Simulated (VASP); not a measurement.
# Al15CuN16 (a cell with a defect) in VASP: further runs, part 2 of 2

VASP 6.6.1. Earlier steps stand in the parts before.

### 3 Single point, PBE

INCAR

```
SYSTEM = Al15CuN16
ALGO = Normal
EDIFF = 1E-6
ENCUT = 520
GGA = PE
GGA_COMPAT = .FALSE.
ISIF = 2
ISMEAR = -1
ISYM = -1
LASPH = .TRUE.
LCHARG = .FALSE.
LREAL = Auto
LWAVE = .FALSE.
NBANDS = 90
NELM = 120
PREC = Accurate
SIGMA = 0.01
```

KPOINTS

```
explicit points
1
Reciprocal
  0.25000000   0.25000000   0.25000000 1
```

POSCAR

```
Al15CuN16
1.0
    6.2595139092      0.0000000618      0.0000000000
   -3.1297570081      5.4208980298      0.0000000000
    0.0000000000      0.0000000000     10.0348065900
Al Cu N
15 1 16
Direct
    0.3343626313      0.1666511766      0.2499647537
    0.3349435608      0.1673204610      0.7498563960
    0.1672383730      0.3348073422      1.0003668554
    0.3365990350      0.6671861631      0.2509333068
    0.1656645974      0.8335511516      0.5019391373
    0.3366103175      0.6715955857      0.7505178416
    0.1671605589      0.8336839024      1.0005676915
    0.8337527411      0.1643933798      0.2511954234
    0.6681958122      0.3354043415      0.5017198825
    0.8314614596      0.1663205192      0.7501480190
    0.6672160925      0.3342572349      1.0006898889
    0.8351461907      0.6662139040      0.2508942440
    0.6688227437      0.8328650687      0.5020719072
    0.8344869139      0.6675833988      0.7514638347
    0.6680898536      0.8337787306      1.0003787074
    0.1620026269      0.3394261416      0.4988393693
    0.3373784389      0.1639077326      0.4389928511
    0.1687490561      0.3322548148      0.1904344048
    0.3322031253      0.1685110028      0.9403519202
    0.1684528183      0.3357777748      0.6969894022
    0.3450296509      0.6856087204      0.4399879956
    0.1694170745      0.8318116674      0.1900879104
    0.3336174109      0.6695119593      0.9405005913
    0.1684096659      0.8337982855      0.6912056446
    0.8156125935      0.1554851827      0.4396634858
    0.6696806418      0.3320048922      0.1902728709
    0.8325922387      0.1687644509      0.9405073475
    0.6685579276      0.3337400181      0.6911331279
    0.8337545614      0.6674667296      0.4405696332
    0.6700295038      0.8308353715      0.1892056675
    0.8331704459      0.6681218171      0.9407157832
    0.6696700543      0.8330836339      0.6918654621
```

Potentials or basis: VASP PAW PBE potentials, release 64 (Al, Cu, N).

On the command line:

```console
> cat potpaw_PBE.64/Al/POTCAR potpaw_PBE.64/Cu/POTCAR potpaw_PBE.64/N/POTCAR > POTCAR
> mpirun -np 1 vasp_std > vasp.out
```

OUTCAR:

```text
SYSTEM = Al15CuN16
   EDIFF = 1E-6
   ENCUT = 520
   GGA = PE
   ISIF = 2
   ISMEAR = -1
   ISYM = -1
   LASPH = .TRUE.
   LREAL = Auto
   NELM = 120
   PREC = Accurate

 ion  position               nearest neighbor table
   1  0.334  0.167  0.250-  18 1.89  17 1.90  22 1.91  26 1.91  11 3.08   7 3.09   3 3.09   5 3.11
                             9 3.11   4 3.13   8 3.13  12 3.13  12 3.13   8 3.13   4 3.13
   2  0.335  0.167  0.750-  20 1.89  24 1.90  28 1.90  19 1.91   5 3.08   9 3.08  11 3.10   7 3.10
                             3 3.10   6 3.11  10 3.11  14 3.13  14 3.13  10 3.15   6 3.15
   3  0.167  0.335  0.000-  19 1.89  18 1.91  27 1.91  23 1.91   4 3.09   1 3.09   8 3.10  10 3.10
                             6 3.10   2 3.10   7 3.12  11 3.13  15 3.13  15 3.13  11 3.13   7 3.14
   4  0.337  0.667  0.251-  22 1.90  21 1.90  30 1.91  18 1.91  16 3.06  15 3.09   3 3.09  13 3.10
                             7 3.10   8 3.11   5 3.11  12 3.12   1 3.13   1 3.13  12 3.14   8 3.15
   5  0.166  0.834  0.502-  21 1.88  24 1.90  17 1.90  29 1.90   2 3.08   6 3.08  14 3.08  12 3.09
                             1 3.11  13 3.11   4 3.11   9 3.12   9 3.14  13 3.15
   6  0.337  0.672  0.751-  24 1.89  20 1.90  32 1.90  23 1.91  13 3.08   5 3.08  15 3.08   7 3.09
                            10 3.10   3 3.10   2 3.11  14 3.13  14 3.13   2 3.15  10 3.16
   7  0.167  0.834  0.001-  23 1.89  22 1.90  31 1.91  19 1.91  14 3.08   1 3.09   6 3.09  12 3.09
                             2 3.10   4 3.10   3 3.12  15 3.12  11 3.13  11 3.13  15 3.14   3 3.14
   8  0.834  0.164  0.251-  25 1.89  26 1.90  30 1.91  18 1.92  16 3.06  15 3.09  13 3.09   3 3.10
                            11 3.11   9 3.11   4 3.11  12 3.12   1 3.13   1 3.13  12 3.14   4 3.15
   9  0.668  0.335  0.502-  25 1.88  28 1.90  17 1.90  29 1.90  10 3.08   2 3.08  16 3.08  14 3.09
                            12 3.09   8 3.11   1 3.11  13 3.11   5 3.12   5 3.14  13 3.15
  10  0.831  0.166  0.750-  28 1.89  32 1.90  20 1.90  27 1.91   9 3.08  13 3.08  15 3.09  11 3.09
                             6 3.10   3 3.10   2 3.11  14 3.13  14 3.13   2 3.15   6 3.16
  11  0.667  0.334  0.001-  27 1.89  26 1.90  31 1.91  19 1.91   1 3.08  14 3.09  12 3.09  10 3.09
                             2 3.10   8 3.11  15 3.12   7 3.13   3 3.13   3 3.13   7 3.13  15 3.14
  12  0.835  0.666  0.251-  30 1.89  29 1.90  26 1.91  22 1.91  11 3.09   7 3.09   9 3.09   5 3.09
                            15 3.10  13 3.10   8 3.12   4 3.12   1 3.13   1 3.13   4 3.14   8 3.14
  13  0.669  0.833  0.502-  25 1.86  21 1.86  29 1.89  32 1.90   6 3.08  10 3.08  14 3.08   8 3.09
                             4 3.10  12 3.10   5 3.11   9 3.11   9 3.15   5 3.15
[... 175 lines left out ...]
 number of electron     135.9999993 magnetization

 Free energy of the ion-electron system (eV)
  ---------------------------------------------------
  ext. energy  EPLUGINS =         0.00000000
  ---------------------------------------------------
  free energy    TOTEN  =      -234.81806520 eV

  energy without entropy =     -234.79067504  energy(sigma->0) =     -234.80437012

 E-fermi :   6.4007     XC(G=0): -10.8955

 val. band max:        6.3981296391   @ k =   0.2500   0.2500   0.2500
 cond. band min:       6.4033340747   @ k =   0.2500   0.2500   0.2500
 fundamental gap:      0.0052044356
 Fermi energy:         6.4007318569

 k-point     1 :       0.2500    0.2500    0.2500
  band No.  band energies     occupation
      1      -8.6659      2.00000
      2      -8.2563      2.00000
      3      -8.0620      2.00000
      4      -8.0136      2.00000
      5      -7.7236      2.00000
      6      -7.6716      2.00000
[... 72 lines left out ...]
     79      12.7695      0.00000
     80      12.9566      0.00000
 [bands above 80 left out]

------------------------ aborting loop because EDIFF is reached ----------------------------------------

  FORCE on cell =-STRESS in cart. coord.  units (eV):
  Direction    XX          YY          ZZ          XY          YZ          ZX
  --------------------------------------------------------------------------------------
  -------------------------------------------------------------------------------------
  Total        2.8633778     -4.6657864      6.6341125     -6.6412826      1.1395903     -0.4370925
  in kB       13.4731262    -21.9540466     31.2156627    -31.2494005      5.3621437     -2.0566625
  external PRESSURE =       7.5782474 kB  Pullay stress =       0.0000000 kB

 VOLUME and BASIS-vectors are now :
 -----------------------------------------------------------------------------
  energy-cutoff  :      520.00
  volume of cell :      340.50
      direct lattice vectors                 reciprocal lattice vectors
     6.259513909  0.000000062  0.000000000     0.159756813  0.092235641  0.000000000
    -3.129757008  5.420898030  0.000000000    -0.000000002  0.184471279  0.000000000
     0.000000000  0.000000000 10.034806590     0.000000000  0.000000000  0.099653141

 POSITION                                       TOTAL-FORCE (eV/Angst)
 -----------------------------------------------------------------------------------
      1.57137      0.90340      2.50835         0.001263      0.000076      0.017606
      1.57291      0.90703      7.52466        -0.002777      0.003694     -0.005591
     -0.00103      1.81496      0.00368        -0.001156      0.004733     -0.001858
      0.01882      3.61675      2.51807        -0.001188     -0.002801     -0.002811
     -1.57183      4.51860      5.03686        -0.008045      0.010534      0.002167
      0.00509      3.64065      7.53130        -0.003664     -0.005061      0.001461
[... 24 lines left out ...]
      3.12418      3.62182      9.43990        -0.001692     -0.000750     -0.001008
      1.58446      4.51606      6.94274        -0.003218     -0.002332     -0.006196
 -----------------------------------------------------------------------------------
    total drift:                                0.002114      0.012731      0.015028

  FREE ENERGIE OF THE ION-ELECTRON SYSTEM (eV)
  ---------------------------------------------------
  free  energy   TOTEN  =      -234.8180651985 eV

  energy  without entropy=     -234.7906750437  energy(sigma->0) =     -234.80437012
```

OSZICAR:

```text
N       E                     dE             d eps       ncg     rms          rms(c)
DAV:   1     0.102169408342E+04    0.10217E+04   -0.58444E+04   180   0.142E+03
DAV:   2    -0.130040209442E+03   -0.11517E+04   -0.10567E+04   222   0.348E+02
DAV:   3    -0.270934675677E+03   -0.14089E+03   -0.13826E+03   224   0.133E+02
[... 30 lines left out ...]
DAV:  34    -0.234818069113E+03    0.42662E-05   -0.65025E-05    96   0.271E-02    0.208E-02
DAV:  35    -0.234818068040E+03    0.10730E-05   -0.34048E-05    96   0.222E-02    0.410E-02
DAV:  36    -0.234818066313E+03    0.17277E-05   -0.23557E-05    96   0.160E-02    0.153E-02
DAV:  37    -0.234818065934E+03    0.37886E-06   -0.11571E-05    96   0.136E-02    0.282E-02
DAV:  38    -0.234818065198E+03    0.73518E-06   -0.87993E-06    96   0.973E-03
   1 F= -.23481807E+03 E0= -.23480437E+03  d E =-.273902E-01
```

It took 3.7 min on 1 thread of Intel Xeon Platinum 8259CL at 2.50GHz (Skylake/Cascade Lake), shared host; peak memory 0.43 GiB.

Results:

```yaml
Free_energy: -234.8181 eV
Pressure: 0.8 GPa
Largest_force: 0.054 eV/Å
```

Forces on the atoms (eV/Å):
```
Al   0.001  0.000  0.018
Al  -0.003  0.004 -0.006
Al  -0.001  0.005 -0.002
Al  -0.001 -0.003 -0.003
Al  -0.008  0.011  0.002
Al  -0.004 -0.005  0.001
Al   0.001  0.001  0.000
Al   0.005  0.006 -0.004
Al  -0.010 -0.003  0.002
Al   0.009  0.009 -0.001
Al  -0.002  0.001 -0.003
Al   0.003 -0.001  0.004
Al   0.017 -0.005  0.013
Al   0.003  0.000 -0.002
Al   0.001  0.000 -0.002
Cu  -0.013 -0.008 -0.014
N    0.041 -0.028 -0.022
N   -0.002  0.001  0.000
N    0.002  0.001 -0.002
N   -0.005 -0.003  0.049
N   -0.005  0.039 -0.013
N    0.001 -0.001 -0.002
N    0.000 -0.001  0.002
N    0.000 -0.002  0.000
N   -0.025 -0.012 -0.009
N    0.000 -0.001  0.001
N    0.000  0.000  0.002
N    0.000 -0.001 -0.002
N   -0.001  0.001 -0.001
N   -0.001  0.000  0.001
N   -0.002 -0.001 -0.001
N   -0.003 -0.002 -0.006
```

### 4 Single point, PBE

INCAR

```
SYSTEM = Al15CuN16
  PREC = Accurate
  ENCUT = 520
  EDIFF = 1E-6
  ISMEAR = 0
  SIGMA = 0.01
  LREAL = Auto
  LASPH = .TRUE.
  NELM = 120
  ALGO = Normal
  ISIF = 2
  LWAVE = .FALSE.
  LCHARG = .FALSE.
  GGA = PE
  NBANDS = 90
  NELECT = 138.0
  GGA_COMPAT = .FALSE.
  ISYM = -1
```

KPOINTS is that of step 3.

POSCAR

```
Al15CuN16
1.0
    6.2595139092      0.0000000618      0.0000000000
   -3.1297570081      5.4208980298      0.0000000000
    0.0000000000      0.0000000000     10.0348065900
Al Cu N
15 1 16
Direct
    0.3334810138      0.1665371335      0.2536688740
    0.3335292715      0.1665980544      0.7471977649
    0.1672670329      0.3325851675      0.9931492140
    0.3338240218      0.6635935012      0.2530129535
    0.1730379275      0.8357167072      0.4961409501
    0.3326929791      0.6639102185      0.7471441203
    0.1678875060      0.8331676285      0.9999017625
    0.8361921187      0.1660006541      0.2530406766
    0.6646962404      0.3274219964      0.4961468031
    0.8361001671      0.1672603871      0.7471348695
    0.6669032410      0.3320533430      0.9998631987
    0.8345964886      0.6654231163      0.2508558624
    0.6656567970      0.8346771391      0.4963590340
    0.8340734635      0.6659878707      0.7463275951
    0.6669016938      0.8329993221      0.9993728574
    0.1629440787      0.3372925033      0.5090036198
    0.3404777575      0.1599327840      0.4358106786
    0.1689970559      0.3307808111      0.1838554492
    0.3352844220      0.1645619110      0.9399217868
    0.1686419923      0.3314863854      0.7146800183
    0.3450311399      0.6876551123      0.4348272603
    0.1669773187      0.8300459166      0.1871221428
    0.3349929011      0.6721280711      0.9401004440
    0.1686327578      0.8318572703      0.6896318967
    0.8126935362      0.1552810504      0.4348898262
    0.6701102758      0.3330744268      0.1870699759
    0.8275890910      0.1646173362      0.9399697169
    0.6682500338      0.3313771201      0.6896217058
    0.8335905192      0.6667466278      0.4388347558
    0.6700116561      0.8298817520      0.1865203940
    0.8327385268      0.6669558592      0.9374407501
    0.6682550344      0.8316444600      0.6904261680
```

On the command line:

```console
> cat potpaw_PBE.64/Al/POTCAR potpaw_PBE.64/Cu/POTCAR potpaw_PBE.64/N/POTCAR > POTCAR
> mpirun -np 1 vasp_std > vasp.out
```

Run time: 2.1 min. Hardware: 1 thread of Intel Xeon Platinum 8259CL at 2.50GHz (Skylake/Cascade Lake), shared host; peak memory 0.42 GiB.

It converged, with:

```yaml
Free_energy: -220.5348 eV
Largest_force: 0.039 eV/Å
```

Forces on the atoms (eV/Å):
```
Al   0.002  0.003 -0.002
Al  -0.011  0.006  0.006
Al   0.003 -0.005 -0.002
Al  -0.005  0.003  0.006
Al   0.011 -0.008 -0.001
Al  -0.002  0.010  0.019
Al  -0.001 -0.006  0.003
Al   0.002  0.014  0.004
Al   0.013 -0.015 -0.002
Al  -0.006  0.001  0.015
Al  -0.003 -0.005  0.004
Al  -0.003  0.007 -0.005
Al   0.007 -0.004  0.000
Al  -0.002  0.002  0.011
Al   0.005 -0.010  0.003
Cu   0.011 -0.010 -0.005
N    0.008 -0.002 -0.003
N   -0.003 -0.005 -0.002
N   -0.004  0.009 -0.002
N    0.001 -0.001  0.013
N   -0.010  0.037 -0.007
N    0.002 -0.010  0.001
N    0.002 -0.002 -0.011
N    0.006 -0.005 -0.010
N   -0.036 -0.006 -0.010
N    0.006 -0.004  0.001
N    0.002  0.010 -0.008
N    0.007 -0.003 -0.009
N   -0.008  0.006  0.006
N    0.005 -0.009 -0.002
N   -0.001  0.005 -0.002
N    0.000 -0.003 -0.009
```

Levels at points of the mesh, in eV from the Fermi level:
```tsv
k point	band 66	band 67	band 68	band 69	band 70	band 71	band 72	band 73
(0.25, 0.25, 0.25)	-0.71	-0.35	-0.15	-0.07	2.90	3.35	3.51	3.55
```

Caveat: the cell carries a net charge on a neutralising background, which shifts energy and pressure; the cell is charged against a uniform background, so pressure and absolute levels hang on convention.
